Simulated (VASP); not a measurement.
# HfO2 (P1) in VASP: single point with PBE

Aim: the single point of HfO2 with PBE.

All numbers are computed with VASP 6.6.1; they aren't measurements. Logs are shortened: lines on timing, memory, paths and dates and some standing lists are left out, and cuts for length are marked.

## 1. The cell of the first run

The typed cell holds 12 atoms: a = 5.115 Å, b = 5.115 Å, c = 5.115 Å, α = 90.00°, β = 90.00°, γ = 90.00°.

## 2. Single point, PBE (atoms moved at random)

File INCAR:

```
PREC = Accurate ; ENCUT = 520
EDIFF = 1E-6 ; ISMEAR = 0
SIGMA = 0.05 ; LREAL = False
LASPH = True ; NELM = 100
ALGO = Normal ; ISIF = 2
LWAVE = False ; LCHARG = False
GGA = PE ; NBANDS = 56
```

File KPOINTS:

```
Automatic mesh
0
Gamma
  6 6 6
```

File POSCAR:

```
HfO2
1.0
    5.1150000000      0.0000000000      0.0000000000
    0.0000000000     -5.1150000000      0.0000000000
    0.0000000000      0.0000000000     -5.1150000000
Hf O
4 8
Direct
   -0.0189922489      0.5076065397      0.4982702927
    0.4918562006      0.0216723759      0.4926828276
    0.4909890546      0.5046569936     -0.0072312596
    0.0048807397     -0.0042749686      0.0105889856
    0.2449730386      0.2416417880      0.2217020957
    0.7529734392      0.7464082134      0.2563873616
    0.7584273552      0.2464898935      0.7624370936
    0.2477594417      0.7253980517      0.7496844408
    0.7584849947      0.7468051914      0.7559028457
    0.2491595167      0.2654648728      0.7568580843
    0.2452601586      0.7456678937      0.2435336571
    0.7742283093      0.2524631548      0.2591835751
```

Potentials or basis: VASP PAW PBE potentials, release 64 (Hf_pv, O).

The run is started by

```
$ cat potpaw_PBE.64/Hf_pv/POTCAR potpaw_PBE.64/O/POTCAR > POTCAR
$ mpirun -np 1 vasp_std > vasp.out
```

OUTCAR:

```text
PREC = Accurate
   ENCUT = 520
   EDIFF = 1E-6
   ISMEAR = 0
   LREAL = False
   LASPH = True
   NELM = 100
   ISIF = 2
   GGA = PE

 ion  position               nearest neighbor table
   1  0.981  0.508  0.498-  12 2.08   6 2.09   9 2.13   8 2.18   7 2.21  11 2.24  10 2.27   5 2.38
                             2 3.53   4 3.53   3 3.56   3 3.60   2 3.61   4 3.62   4 3.62   2 3.63
   2  0.492  0.022  0.493-   5 2.19  12 2.21  10 2.22   7 2.26  11 2.28   6 2.29   8 2.36   9 2.38
                             4 3.51   1 3.53   3 3.56   3 3.56   4 3.60   1 3.61   1 3.63   4 3.64
   3  0.491  0.505  0.993-   8 2.09  10 2.12  11 2.18   5 2.18   9 2.21   7 2.24   6 2.27  12 2.37
                             4 3.54   2 3.56   2 3.56   1 3.56   4 3.60   1 3.60   1 3.63   4 3.64
   4  0.005  0.996  0.011-   5 2.06  11 2.14  12 2.18   7 2.20   6 2.21   9 2.22  10 2.27   8 2.29
                             2 3.51   1 3.53   3 3.54   3 3.60   2 3.60   1 3.62   1 3.62   3 3.64
   5  0.245  0.242  0.222-   4 2.06   3 2.18   2 2.19   1 2.38
   6  0.753  0.746  0.256-   1 2.09   4 2.21   3 2.27   2 2.29
   7  0.758  0.246  0.762-   4 2.20   1 2.21   3 2.24   2 2.26
   8  0.248  0.725  0.750-   3 2.09   1 2.18   4 2.29   2 2.36
   9  0.758  0.747  0.756-   1 2.13   3 2.21   4 2.22   2 2.38
  10  0.249  0.265  0.757-   3 2.12   2 2.22   4 2.27   1 2.27
  11  0.245  0.746  0.244-   4 2.14   3 2.18   1 2.24   2 2.28
  12  0.774  0.252  0.259-   1 2.08   4 2.18   2 2.21   3 2.37

  LATTYP: Found a simple cubic cell.
 ALAT       =     5.1150000000

  Lattice vectors:

 A1 = (   5.1150000000,   0.0000000000,   0.0000000000)
 A2 = (   0.0000000000,  -5.1150000000,   0.0000000000)
 A3 = (   0.0000000000,   0.0000000000,  -5.1150000000)

Analysis of symmetry for initial positions (statically):
=====================================================================
 Subroutine PRICEL returns:
 Original cell was already a primitive cell.

 Routine SETGRP: Setting up the symmetry group for a
 simple cubic supercell.

 Subroutine GETGRP returns: Found  1 space group operations
 (whereof  1 operations were pure point group operations)
 out of a pool of 48 trial point group operations.

The static configuration has the point symmetry C_1 .

Analysis of symmetry for dynamics (positions and initial velocities):
=====================================================================
 Subroutine PRICEL returns:
 Original cell was already a primitive cell.

 Routine SETGRP: Setting up the symmetry group for a
 simple cubic supercell.

 Subroutine GETGRP returns: Found  1 space group operations
 (whereof  1 operations were pure point group operations)
 out of a pool of 48 trial point group operations.

The dynamic configuration has the point symmetry C_1 .

 Subroutine INISYM returns: Found  1 space group operations
 (whereof  1 operations are pure point group operations),
 and found     1 'primitive' translations

----------------------------------------------------------------------------------------

                                     Primitive cell

  volume of cell :     133.8249

  direct lattice vectors                    reciprocal lattice vectors
     5.115000000  0.000000000  0.000000000     0.195503421  0.000000000  0.000000000
     0.000000000 -5.115000000  0.000000000     0.000000000 -0.195503421  0.000000000
     0.000000000  0.000000000 -5.115000000     0.000000000  0.000000000 -0.195503421

  length of vectors
     5.115000000  5.115000000  5.115000000     0.195503421  0.195503421  0.195503421

  position of ions in fractional coordinates (direct lattice)
     0.981007751  0.507606540  0.498270293
     0.491856201  0.021672376  0.492682828
     0.490989055  0.504656994  0.992768740
     0.004880740  0.995725031  0.010588986
     0.244973039  0.241641788  0.221702096
     0.752973439  0.746408213  0.256387362
     0.758427355  0.246489893  0.762437094
     0.247759442  0.725398052  0.749684441
     0.758484995  0.746805191  0.755902846
     0.249159517  0.265464873  0.756858084
     0.245260159  0.745667894  0.243533657
     0.774228309  0.252463155  0.259183575

  ion indices of the primitive-cell ions
   primitive index   ion index
                 1           1
                 2           2
                 3           3
                 4           4
                 5           5
                 6           6
                 7           7
                 8           8
                 9           9
                10          10
                11          11
                12          12

----------------------------------------------------------------------------------------

 KPOINTS: Automatic mesh

Automatic generation of k-mesh.
 Grid dimensions read from file:
 generate k-points for:    6    6    6

 Generating k-lattice:

  Cartesian coordinates                     Fractional coordinates (reciprocal lattice)
     0.032583904  0.000000000  0.000000000     0.166666667  0.000000000  0.000000000
     0.000000000 -0.032583904  0.000000000     0.000000000  0.166666667  0.000000000
     0.000000000  0.000000000 -0.032583904     0.000000000  0.000000000  0.166666667

  Length of vectors
     0.032583904  0.032583904  0.032583904

  Shift w.r.t. Gamma in fractional coordinates (k-lattice)
     0.000000000  0.000000000  0.000000000

 Subroutine IBZKPT returns following result:
 ===========================================

 Found    112 irreducible k-points:

 Following reciprocal coordinates:
            Coordinates               Weight
  0.000000  0.000000  0.000000      1.000000
  0.166667  0.000000  0.000000      2.000000
  0.000000  0.166667  0.000000      2.000000
  0.000000  0.000000  0.166667      2.000000
  0.333333  0.000000  0.000000      2.000000
  0.000000  0.333333  0.000000      2.000000
[... 16 lines left out ...]
  0.000000 -0.333333  0.166667      2.000000
 -0.166667  0.000000  0.333333      2.000000
 [... further k-points ...]
   k-points           NKPTS =    112   k-points in BZ     NKDIM =    112   number of bands    NBANDS=     56
   number of dos      NEDOS =    301   number of ions     NIONS =     12
   total plane-waves  NPLWV =  64000
   dimension x,y,z NGX =    40 NGY =   40 NGZ =   40
   dimension x,y,z NGXF=    80 NGYF=   80 NGZF=   80
   ions per type =               4   8
   NGX,Y,Z   is equivalent  to a cutoff of  13.00, 13.00, 13.00 a.u.
   NGXF,Y,Z  is equivalent  to a cutoff of  26.00, 26.00, 26.00 a.u.
 SYSTEM =  unknown system
   PREC   = accura    normal or accurate (medium, high low for compatibility)
   ISTART =      0    job   : 0-new  1-cont  2-samecut
   ICHARG =      2    charge: 1-file 2-atom 10-const
   ISPIN  =      1    spin polarized calculation?
   LNONCOLLINEAR =      F non collinear calculations
   LSORBIT =      F    spin-orbit coupling
   LASPH  =      T    aspherical Exc in radial PAW
   ENCUT  =  520.0 eV  38.22 Ry    6.18 a.u.   9.51  9.51  9.51*2*pi/ulx,y,z
   NELM   =    100;   NELMIN=  2; NELMDL= -5     # of ELM steps
   EDIFF  = 0.1E-05   stopping-criterion for ELM
   LREAL  =      F    real-space projection
   EDIFFG = 0.1E-04   stopping-criterion for IOM
   NSW    =      0    number of steps for IOM
   IBRION =     -1    ionic relax: 0-MD 1-quasi-New 2-CG
   NFREE  =      0    steps in history (QN), initial steepest desc. (CG)
   ISIF   =      2    stress and relaxation
   ISYM   =      2    0-nonsym 1-usesym 2-fastsym
   POTIM  = 0.5000    time-step for ionic-motion
   TEBEG  =    0.0;   TEEND  =   0.0 temperature during run
   PSTRESS=    0.0 pullay stress
   NELECT =      88.0000    total number of electrons
   NUPDOWN=      -1.0000    fix difference up-down
   EMIN   =  10.00;   EMAX   =-10.00  energy-range for DOS
   EFERMI =   0.00;   METHOD = LEGACY
   ISMEAR =     0;   SIGMA  =   0.05  broadening in eV -4-tet -1-fermi 0-gaus
   EFERMI_NEDOS =   21; number of points for ismear=-14 and -15
   IALGO  =     38    algorithm
   IMIX   =      4    mixing-type and parameters
     AMIX     =   0.40;   BMIX     =  1.00
     AMIX_MAG =   1.60;   BMIX_MAG =  1.00
  volume/ion in A,a.u.               =      11.15        75.26
  Fermi-wavevector in a.u.,A,eV,Ry     =   1.423607  2.690227 27.574337  2.026657
  Thomas-Fermi vector in A             =   2.544186
   LORBIT       =      0    0 simple, 1 ext, 2 COOP (PROOUT), +10 PAW based schemes
   GGA     = PE    functional components
   LHFCALC =     F    Hartree Fock is set to
   AEXX    =    0.0000 exact exchange contribution
   IVDW    =     0    specifies the selected vdW correction
   LEPSILON=     F    determine dielectric tensor
   LRPA    =     F    only Hartree local field effects (RPA)
 non-spin polarized calculation
 Gauss-broadening in eV      SIGMA  =   0.05
  energy-cutoff  :      520.00
  volume of cell :      133.82
 maximum number of plane-waves:      3695
 NGX is ok and might be reduce to    40
   NGX = 19   NGY = 19   NGZ = 19

 number of electron      87.9999989 magnetization

 Free energy of the ion-electron system (eV)
  ---------------------------------------------------
  ext. energy  EPLUGINS =         0.00000000
  ---------------------------------------------------
  free energy    TOTEN  =      -120.19881613 eV

  energy without entropy =     -120.19881613  energy(sigma->0) =     -120.19881613

 E-fermi :   4.4343     XC(G=0): -11.6906

 val. band max:        4.1914172381   @ k =   0.0000   0.0000   0.0000
 cond. band min:       7.4457073660   @ k =   0.0000   0.0000   0.0000
 fundamental gap:      3.2542901279
 Fermi energy:         4.4342595590

 k-point     1 :       0.0000    0.0000    0.0000
  band No.  band energies     occupation
      1     -26.3538      2.00000
      2     -26.3368      2.00000
      3     -26.3252      2.00000
      4     -25.9063      2.00000
      5     -25.8990      2.00000
      6     -25.8776      2.00000
[... 1405 lines left out ...]
     55      10.9555      0.00000
     56      11.0925      0.00000

 [... further k-points ...]
[... 5 lines left out ...]
  --------------------------------------------------------------------------------------
  -------------------------------------------------------------------------------------
  Total       -2.9075035     -2.1136633     -2.6040054     -0.5911100      0.5178411     -1.9661674
  in kB      -34.8091895    -25.3051824    -31.1756518     -7.0768828      6.1996934    -23.5393332
  external PRESSURE =     -30.4300079 kB  Pullay stress =       0.0000000 kB

 VOLUME and BASIS-vectors are now :
 -----------------------------------------------------------------------------
  energy-cutoff  :      520.00
  volume of cell :      133.82
      direct lattice vectors                 reciprocal lattice vectors
     5.115000000  0.000000000  0.000000000     0.195503421  0.000000000  0.000000000
     0.000000000 -5.115000000  0.000000000     0.000000000 -0.195503421  0.000000000
     0.000000000  0.000000000 -5.115000000     0.000000000  0.000000000 -0.195503421

 POSITION                                       TOTAL-FORCE (eV/Angst)
 -----------------------------------------------------------------------------------
      5.01785     -2.59641     -2.54865         0.597049     -0.180994     -0.999898
      2.51584     -0.11085     -2.52007         0.452603      0.635085     -0.608609
      2.51141     -2.58132     -5.07801         0.500846     -0.142346      0.377073
      0.02496     -5.09313     -0.05416        -0.563199      0.386878      1.020578
      1.25304     -1.23600     -1.13401         1.823223     -0.232159     -2.044070
      3.85146     -3.81788     -1.31142        -0.816488     -0.760359      0.173133
      3.87936     -1.26080     -3.89987        -0.979077      0.032297      0.573233
      1.26729     -3.71041     -3.83464         0.593310     -2.180195      0.309775
      3.87965     -3.81991     -3.86644        -0.744253     -0.139071      0.295490
      1.27445     -1.35785     -3.87133         0.478473      1.972943      1.803757
      1.25451     -3.81409     -1.24567         0.518590     -0.145927     -0.710097
      3.96018     -1.29135     -1.32572        -1.861079      0.753849     -0.190364
 -----------------------------------------------------------------------------------
    total drift:                                0.000979     -0.000651     -0.000696

  FREE ENERGIE OF THE ION-ELECTRON SYSTEM (eV)
  ---------------------------------------------------
  free  energy   TOTEN  =      -120.1988161278 eV

  energy  without entropy=     -120.1988161278  energy(sigma->0) =     -120.19881613
```

Wall time 23 min (1 thread of Oxide Virtual Turin-like, shared host); peak memory 0.64 GiB.

What came out:

| Item | Value |
| --- | --- |
| Free energy | -120.1988 eV |
| Pressure | -3.0 GPa |
| Largest force | 2.749 eV/Å |
| Band gap on the k mesh | 3.25 eV |

Forces on the atoms (eV/Å):
```
Hf   0.597 -0.181 -1.000
Hf   0.453  0.635 -0.609
Hf   0.501 -0.142  0.377
Hf  -0.563  0.387  1.021
O    1.823 -0.232 -2.044
O   -0.816 -0.760  0.173
O   -0.979  0.032  0.573
O    0.593 -2.180  0.310
O   -0.744 -0.139  0.295
O    0.478  1.973  1.804
O    0.519 -0.146 -0.710
O   -1.861  0.754 -0.190
```

Caveat: the cell differs from its parent crystal (atoms moved at random); the cell stands under tension; spin-orbit coupling is left out, which moves the levels of the heavy elements; forces of over 1 eV/Å act on the atoms, so gaps and moduli don't describe the material at rest.
